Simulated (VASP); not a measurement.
# BN (P1) in VASP: single point with r2SCAN

Aim: the single point of BN with r2SCAN.

All numbers are computed with VASP 6.6.1; they aren't measurements. Logs are shortened: lines on timing, memory, paths and dates and some standing lists are left out, and cuts for length are marked.

### Step 1. The cell of the first run

The typed cell holds 8 atoms: a = 3.460 Å, b = 3.533 Å, c = 3.345 Å, α = 90.64°, β = 89.10°, γ = 92.07°.

### Step 2. Single point, r2SCAN (atoms moved at random and the cell strained at random)

The input, POSCAR:

```
BN
1.0
    3.4589240470      0.0631577483     -0.0265311180
   -0.0631577483     -3.5324935716      0.0188278989
    0.0265311180      0.0188278989     -3.3452190782
B N
4 4
Direct
    0.0040772998     -0.0051342029     -0.0115302066
    0.5102428541      0.5414552405      0.0194578851
    0.5058309218     -0.0409403093      0.5265067176
   -0.0251490343      0.4995226201      0.5312342966
    0.7619336848      0.7357781028      0.7112334824
    0.2155604343      0.2840223791      0.7544300824
    0.2294726492      0.7304118091      0.2106481214
    0.7980311903      0.2548843606      0.2580196211
```

The input, INCAR.step1:

```
ALGO = Normal ; EDIFF = 1E-4
ENCUT = 520 ; GGA = PE
ISMEAR = 0 ; LASPH = T
LCHARG = F ; LREAL = F
LWAVE = T ; NBANDS = 26
NELM = 100 ; PREC = Accurate
SIGMA = 0.05
```

The input, INCAR.step2:

```
ALGO = Normal ; EDIFF = 1E-6
ENCUT = 520 ; ISIF = 2
ISMEAR = 0 ; ISTART = 1
LASPH = T ; LCHARG = T
LELF = T ; LMIXTAU = T
LREAL = F ; LVHAR = T
LWAVE = F ; METAGGA = R2SCAN
NBANDS = 26 ; NELM = 100
PREC = Accurate ; SIGMA = 0.05
```

The input, KPOINTS:

```
k-points
0
Gamma
  6 6 6
```

Potentials or basis: VASP PAW PBE potentials, release 64 (B, N).

Command:

```
> cat potpaw_PBE.64/B/POTCAR potpaw_PBE.64/N/POTCAR > POTCAR
> cp INCAR.step1 INCAR
> mpirun -np 1 vasp_std > vasp.out
> cp INCAR.step2 INCAR
> mpirun -np 1 vasp_std > vasp.out
```

OUTCAR:

```text
EDIFF = 1E-6
   ENCUT = 520
   ISIF = 2
   ISMEAR = 0
   ISTART = 1
   LASPH = T
   LREAL = F
   METAGGA = R2SCAN
   NELM = 100
   PREC = Accurate

 ion  position               nearest neighbor table
   1  0.004  0.995  0.988-   7 1.46   6 1.46   8 1.47   5 1.53
   2  0.510  0.541  0.019-   7 1.35   5 1.50   6 1.61   8 1.66
   3  0.506  0.959  0.527-   5 1.37   7 1.62   8 1.68   6 1.72
   4  0.975  0.500  0.531-   5 1.27   6 1.38   8 1.39   7 1.59
   5  0.762  0.736  0.711-   4 1.27   3 1.37   2 1.50   1 1.53
   6  0.216  0.284  0.754-   4 1.38   1 1.46   2 1.61   3 1.72
   7  0.229  0.730  0.211-   2 1.35   1 1.46   4 1.59   3 1.62
   8  0.798  0.255  0.258-   4 1.39   1 1.47   2 1.66   3 1.68

  LATTYP: Found a triclinic cell.
 ALAT       =     3.4596023419
 B/A-ratio  =     1.4032378958
 C/A-ratio  =     0.9669831785
 COS(alpha) =     0.0031120813
 COS(beta)  =     0.0157003416
 COS(gamma) =     0.6863167292

  Lattice vectors:

 A1 = (   3.4589240470,   0.0631577483,  -0.0265311180)
 A2 = (   3.3957662987,  -3.4693358233,  -0.0077032191)
 A3 = (   0.0265311180,   0.0188278989,  -3.3452190782)

Analysis of symmetry for initial positions (statically):
=====================================================================
 Subroutine PRICEL returns:
 Original cell was already a primitive cell.

 Routine SETGRP: Setting up the symmetry group for a
 triclinic supercell.

 Subroutine GETGRP returns: Found  1 space group operations
 (whereof  1 operations were pure point group operations)
 out of a pool of  2 trial point group operations.

The static configuration has the point symmetry C_1 .

Analysis of symmetry for dynamics (positions and initial velocities):
=====================================================================
 Subroutine PRICEL returns:
 Original cell was already a primitive cell.

 Routine SETGRP: Setting up the symmetry group for a
 triclinic supercell.

 Subroutine GETGRP returns: Found  1 space group operations
 (whereof  1 operations were pure point group operations)
 out of a pool of  2 trial point group operations.

The dynamic configuration has the point symmetry C_1 .

 Subroutine INISYM returns: Found  1 space group operations
 (whereof  1 operations are pure point group operations),
 and found     1 'primitive' translations

----------------------------------------------------------------------------------------

                                     Primitive cell

  volume of cell :      40.8570

  direct lattice vectors                    reciprocal lattice vectors
     3.458924047  0.063157748 -0.026531118     0.289218814 -0.005158896  0.002264775
    -0.063157748 -3.532493572  0.018827899     0.005158896 -0.283186662 -0.001552944
     0.026531118  0.018827899 -3.345219078    -0.002264775 -0.001552944 -0.298960786

  length of vectors
     3.459602342  3.533108295  3.345377269     0.289273687  0.283237906  0.298973398

  position of ions in fractional coordinates (direct lattice)
     0.004077300  0.994865797  0.988469793
     0.510242854  0.541455240  0.019457885
     0.505830922  0.959059691  0.526506718
     0.974850966  0.499522620  0.531234297
     0.761933685  0.735778103  0.711233482
     0.215560434  0.284022379  0.754430082
     0.229472649  0.730411809  0.210648121
     0.798031190  0.254884361  0.258019621

  ion indices of the primitive-cell ions
   primitive index   ion index
                 1           1
                 2           2
                 3           3
                 4           4
                 5           5
                 6           6
                 7           7
                 8           8

----------------------------------------------------------------------------------------

 KPOINTS: k-points

Automatic generation of k-mesh.
 Grid dimensions read from file:
 generate k-points for:    6    6    6

 Generating k-lattice:

  Cartesian coordinates                     Fractional coordinates (reciprocal lattice)
     0.048203136 -0.000859816  0.000377462     0.166666667 -0.000000000  0.000000000
     0.000859816 -0.047197777 -0.000258824     0.000000000  0.166666667 -0.000000000
    -0.000377462 -0.000258824 -0.049826798     0.000000000 -0.000000000  0.166666667

  Length of vectors
     0.048212281  0.047206318  0.049828900

  Shift w.r.t. Gamma in fractional coordinates (k-lattice)
     0.000000000  0.000000000  0.000000000

 Subroutine IBZKPT returns following result:
 ===========================================

 Found    112 irreducible k-points:

 Following reciprocal coordinates:
            Coordinates               Weight
  0.000000  0.000000  0.000000      1.000000
  0.166667 -0.000000 -0.000000      2.000000
  0.333333 -0.000000  0.000000      2.000000
  0.500000  0.000000 -0.000000      1.000000
 -0.000000  0.166667 -0.000000      2.000000
  0.166667  0.166667 -0.000000      2.000000
[... 16 lines left out ...]
  0.333333 -0.000000  0.166667      2.000000
  0.500000 -0.000000  0.166667      2.000000
 [... further k-points ...]
   k-points           NKPTS =    112   k-points in BZ     NKDIM =    112   number of bands    NBANDS=     26
   number of dos      NEDOS =    301   number of ions     NIONS =      8
   total plane-waves  NPLWV =  21952
   dimension x,y,z NGX =    28 NGY =   28 NGZ =   28
   dimension x,y,z NGXF=    56 NGYF=   56 NGZF=   56
   ions per type =               4   4
   NGX,Y,Z   is equivalent  to a cutoff of  13.45, 13.18, 13.91 a.u.
   NGXF,Y,Z  is equivalent  to a cutoff of  26.91, 26.35, 27.83 a.u.
 SYSTEM =  unknown system
   PREC   = accura    normal or accurate (medium, high low for compatibility)
   ISTART =      1    job   : 0-new  1-cont  2-samecut
   ICHARG =      0    charge: 1-file 2-atom 10-const
   ISPIN  =      1    spin polarized calculation?
   LNONCOLLINEAR =      F non collinear calculations
   LSORBIT =      F    spin-orbit coupling
   LASPH  =      T    aspherical Exc in radial PAW
   ENCUT  =  520.0 eV  38.22 Ry    6.18 a.u.   6.43  6.57  6.22*2*pi/ulx,y,z
   NELM   =    100;   NELMIN=  2; NELMDL=  0     # of ELM steps
   EDIFF  = 0.1E-05   stopping-criterion for ELM
   LREAL  =      F    real-space projection
   EDIFFG = 0.1E-04   stopping-criterion for IOM
   NSW    =      0    number of steps for IOM
   IBRION =     -1    ionic relax: 0-MD 1-quasi-New 2-CG
   NFREE  =      0    steps in history (QN), initial steepest desc. (CG)
   ISIF   =      2    stress and relaxation
   ISYM   =      2    0-nonsym 1-usesym 2-fastsym
   POTIM  = 0.5000    time-step for ionic-motion
   TEBEG  =    0.0;   TEEND  =   0.0 temperature during run
   PSTRESS=    0.0 pullay stress
   NELECT =      32.0000    total number of electrons
   NUPDOWN=      -1.0000    fix difference up-down
   EMIN   =  10.00;   EMAX   =-10.00  energy-range for DOS
   EFERMI =   0.00;   METHOD = LEGACY
   ISMEAR =     0;   SIGMA  =   0.05  broadening in eV -4-tet -1-fermi 0-gaus
   EFERMI_NEDOS =   21; number of points for ismear=-14 and -15
   IALGO  =     38    algorithm
   IMIX   =      4    mixing-type and parameters
     AMIX     =   0.40;   BMIX     =  1.00
     AMIX_MAG =   1.60;   BMIX_MAG =  1.00
  volume/ion in A,a.u.               =       5.11        34.46
  Fermi-wavevector in a.u.,A,eV,Ry     =   1.509047  2.851685 30.983488  2.277222
  Thomas-Fermi vector in A             =   2.619421
   LORBIT       =      0    0 simple, 1 ext, 2 COOP (PROOUT), +10 PAW based schemes
   METAGGA = R2SCAN    functional components
   LHFCALC =     F    Hartree Fock is set to
   AEXX    =    0.0000 exact exchange contribution
   IVDW    =     0    specifies the selected vdW correction
   LEPSILON=     F    determine dielectric tensor
   LRPA    =     F    only Hartree local field effects (RPA)
 non-spin polarized calculation
 Gauss-broadening in eV      SIGMA  =   0.05
  energy-cutoff  :      520.00
  volume of cell :       40.86
 maximum number of plane-waves:      1118
 NGX is ok and might be reduce to    28
   NGX = 13   NGY = 13   NGZ = 13

 number of electron      32.0000002 magnetization

 Free energy of the ion-electron system (eV)
  ---------------------------------------------------
  ext. energy  EPLUGINS =         0.00000000
  ---------------------------------------------------
  free energy    TOTEN  =       -69.70601831 eV

  energy without entropy =      -69.70601831  energy(sigma->0) =      -69.70601831

 E-fermi :  10.4067     XC(G=0): -14.4299

 val. band max:       10.0967640126   @ k =   0.0000   0.0000   0.0000
 cond. band min:      12.2446940439   @ k =   0.0000   0.0000   0.0000
 fundamental gap:      2.1479300313
 Fermi energy:        10.4066542686

 k-point     1 :       0.0000    0.0000    0.0000
  band No.  band energies     occupation
      1     -14.2750      2.00000
      2      -8.5188      2.00000
      3      -7.3665      2.00000
      4      -6.2730      2.00000
      5      -2.0701      2.00000
      6      -1.4947      2.00000
[... 18 lines left out ...]
     25      21.5105      0.00000
     26      22.1024      0.00000

 k-point     2 :       0.1667   -0.0000   -0.0000
  band No.  band energies     occupation
      1     -14.0350      2.00000
      2      -9.0081      2.00000
      3      -7.4464      2.00000
      4      -6.4074      2.00000
      5      -1.8389      2.00000
      6      -0.9489      2.00000
[... 18 lines left out ...]
     25      22.1794      0.00000
     26      22.8017      0.00000

 k-point     3 :       0.3333   -0.0000    0.0000
  band No.  band energies     occupation
      1     -13.3524      2.00000
      2     -10.3586      2.00000
      3      -7.3465      2.00000
      4      -6.3816      2.00000
      5      -1.3494      2.00000
      6      -0.3178      2.00000
[... 18 lines left out ...]
     25      23.3864      0.00000
     26      24.5742      0.00000

 k-point     4 :       0.5000    0.0000   -0.0000
  band No.  band energies     occupation
      1     -12.6609      2.00000
      2     -11.3667      2.00000
      3      -7.2403      2.00000
      4      -6.3338      2.00000
      5      -1.0117      2.00000
      6       0.1253      2.00000
[... 18 lines left out ...]
     25      24.2557      0.00000
     26      25.2915      0.00000

 k-point     5 :      -0.0000    0.1667   -0.0000
  band No.  band energies     occupation
      1     -14.0518      2.00000
      2      -8.9289      2.00000
      3      -7.7494      2.00000
      4      -6.1597      2.00000
      5      -1.7103      2.00000
      6      -1.0025      2.00000
[... 18 lines left out ...]
     25      21.8182      0.00000
     26      22.6934      0.00000

 k-point     6 :       0.1667    0.1667   -0.0000
  band No.  band energies     occupation
      1     -13.7892      2.00000
      2      -9.1859      2.00000
      3      -8.0922      2.00000
      4      -6.3295      2.00000
      5      -1.2065      2.00000
      6      -0.7713      2.00000
[... 427 lines left out ...]
 k-point    21 :      -0.0000    0.0000    0.1667
  band No.  band energies     occupation
      1     -14.0085      2.00000
      2      -8.8146      2.00000
      3      -7.4639      2.00000
      4      -6.6788      2.00000
      5      -1.8068      2.00000
      6      -1.2628      2.00000
[... 18 lines left out ...]
     25      22.2332      0.00000
     26      22.9182      0.00000

 k-point    22 :       0.1667   -0.0000    0.1667
  band No.  band energies     occupation
      1     -13.7785      2.00000
      2      -9.0685      2.00000
      3      -7.5694      2.00000
      4      -6.9107      2.00000
      5      -1.6439      2.00000
      6      -0.7947      2.00000
[... 18 lines left out ...]
     25      22.6623      0.00000
     26      23.3601      0.00000

 k-point    23 :       0.3333   -0.0000    0.1667
  band No.  band energies     occupation
      1     -13.1130      2.00000
      2     -10.1757      2.00000
      3      -7.5618      2.00000
      4      -6.9010      2.00000
      5      -1.3232      2.00000
      6      -0.6510      2.00000
[... 18 lines left out ...]
     25      23.8095      0.00000
     26      24.3716      0.00000

 k-point    24 :       0.5000   -0.0000    0.1667
  band No.  band energies     occupation
      1     -12.4300      2.00000
      2     -11.1395      2.00000
      3      -7.4584      2.00000
      4      -6.8459      2.00000
      5      -1.1823      2.00000
      6      -0.8832      2.00000
[... 18 lines left out ...]
     25      23.7978      0.00000
     26      24.9205      0.00000

 [... further k-points ...]
[... 5 lines left out ...]
  --------------------------------------------------------------------------------------
  -------------------------------------------------------------------------------------
  Total       25.2511349     21.8860617     29.7710338      2.0793230      4.2641450      4.0328473
  in kB      990.2049867    858.2460739   1167.4495497     81.5391474    167.2153608    158.1451906
  external PRESSURE =    1005.3002034 kB  Pullay stress =       0.0000000 kB

 VOLUME and BASIS-vectors are now :
 -----------------------------------------------------------------------------
  energy-cutoff  :      520.00
  volume of cell :       40.86
      direct lattice vectors                 reciprocal lattice vectors
     3.458924047  0.063157748 -0.026531118     0.289218814 -0.005158896  0.002264775
    -0.063157748 -3.532493572  0.018827899     0.005158896 -0.283186662 -0.001552944
     0.026531118  0.018827899 -3.345219078    -0.002264775 -0.001552944 -0.298960786

 POSITION                                       TOTAL-FORCE (eV/Angst)
 -----------------------------------------------------------------------------------
     -0.02251     -3.49549     -3.28802         0.335317     -2.473977     -0.732060
      1.73121     -1.88010     -0.06843         0.691341      7.593651      2.880667
      1.70303     -3.34601     -1.75664        -3.461770     -7.067925      5.937570
      3.35448     -1.69299     -1.79355         6.715779      4.317031      7.457665
      2.60787     -2.53762     -2.38559        -5.487195     -5.987977     -9.028472
      0.74768     -0.97549     -2.52411         8.285408      5.865590     -0.977326
      0.75319     -2.56172     -0.69700         2.432582     -5.589068     -6.904221
      2.75108     -0.84512     -0.87951        -9.511463      3.342674      1.366177
 -----------------------------------------------------------------------------------
    total drift:                               -0.000125     -0.000423      0.000021

  FREE ENERGIE OF THE ION-ELECTRON SYSTEM (eV)
  ---------------------------------------------------
  free  energy   TOTEN  =       -69.7060183119 eV

  energy  without entropy=      -69.7060183119  energy(sigma->0) =      -69.70601831
```

It took 12 min on 1 thread of AMD EPYC 7R43 (Zen 3), shared host; peak memory 0.18 GiB.

Results:

```yaml
Free_energy: -69.7060 eV
Pressure: 100.5 GPa
Largest_force: 12.144 eV/Å
Band_gap_on_the_k_mesh: 2.15 eV, direct
```

Forces on the atoms (eV/Å):
```
B    0.335 -2.474 -0.732
B    0.691  7.594  2.881
B   -3.462 -7.068  5.938
B    6.716  4.317  7.458
N   -5.487 -5.988 -9.028
N    8.285  5.866 -0.977
N    2.433 -5.589 -6.904
N   -9.511  3.343  1.366
```

Caveat: the cell differs from its parent crystal (atoms moved at random and the cell strained at random); the PAW data sets were made with another functional, which shifts forces and pressure a little.
